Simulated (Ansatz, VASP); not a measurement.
**Al2W2O in VASP and in Ansatz**

```xyz
5
Lattice="3.3004 0.0000 0.0000 -1.6502 2.8582 0.0000 0.0000 0.0000 8.1052" Properties=species:S:1:pos:R:3 pbc="T T T"
Al    0.0000    1.9055    0.0000
Al    1.6502    0.9527    0.0000
W     0.0000    0.0000    6.2913
W     0.0000    0.0000    1.8139
O     0.0000    0.0000    0.0000
```

Alike in both runs: task relaxation of cell and atoms; functional PBE; k mesh 6 × 6 × 2; occupations gaussian, width 0.1 eV; no spin polarisation.

|  | VASP | Ansatz |
| --- | --- | --- |
| version | VASP 6.6.1 | Ansatz 0.2.0 |
| potentials or method | VASP PAW PBE potentials, release 64 (Al, W_sv, O), cutoff 600 eV | scalar-relativistic, plane waves, PAW |
| valence electrons in the cell | 40 | 40 |

```csv
,VASP,Ansatz,Ansatz less VASP
"gap on the k mesh at the Fermi level, each at its own relaxed structure (eV)",none,none,-
relaxed volume (Å³/atom),19.49,19.87,+0.376
relaxed cell length with the largest relative difference (Å),4.228,4.282,+0.0537
```

A gap of «none» marks a metal or a gap that the smearing closes.

The k mesh is coarse, so the values compare programs but aren't converged. Spin-orbit coupling is off throughout. Noted on VASP's run: the volume moved by over 15 % at a fixed basis, so the end points are rough.
